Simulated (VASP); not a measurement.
A run of VASP 6.6.1 is set up as follows.

File INCAR:

```
SYSTEM = Fe
ALGO     = Normal         ! electronic algorithm
EDIFF    = 1E-6           ! SCF threshold, eV
ENCUT    = 600            ! plane-wave cutoff, eV
GGA      = PE             ! functional
GGA_COMPAT= .False.      
ISIF     = 2              ! what is computed and relaxed
ISMEAR   = 0              ! smearing method
ISPIN    = 2              ! spin polarisation
LASPH    = .True.         ! aspherical terms in the spheres
LCHARG   = .False.        ! write CHGCAR
LMAXMIX  = 4              ! l up to which the mixer works
LORBIT   = 11             ! projections on sites
LREAL    = .False.        ! projectors in reciprocal space
LWAVE    = .False.        ! write WAVECAR
MAGMOM   = 4 0            ! initial moments
NBANDS   = 19             ! bands
NELM     = 200            ! most SCF steps
PREC     = Accurate       ! precision mode
SIGMA    = 0.1            ! smearing width, eV
```

Contents of KPOINTS:

```
k-points
0
Gamma
  12 12 12
  0 0 0
```

File POSCAR:

```
Fe
1.0
    3.6790000000      1.8395000000      1.8395000000
    1.8395000000      3.6790000000      1.8395000000
    1.8395000000      1.8395000000      3.6790000000
Fe
2
Direct
    0.0000000000      0.0000000000      0.0000000000
    0.5000000000      0.5000000000      0.5000000000
```

Potentials or basis: VASP PAW PBE potentials, release 64 (Fe).

The run is started by

```console
$ cat potpaw_PBE.64/Fe/POTCAR > POTCAR
$ mpirun -np 1 vasp_std > vasp.out
```

Question: What does it give for the site moments?

Answer: Fe +2.34, -0.07 μB.

Question: Predict the net moment.

Answer: 2.27 μB per cell.

Question: Estimate the pressure.

Answer: -23.1 GPa.

Stress tensor (GPa, compression positive):
```
-23.05   0.26   0.26
  0.26 -23.05   0.26
  0.26   0.26 -23.05
```

Caveat: the cell stands under tension.
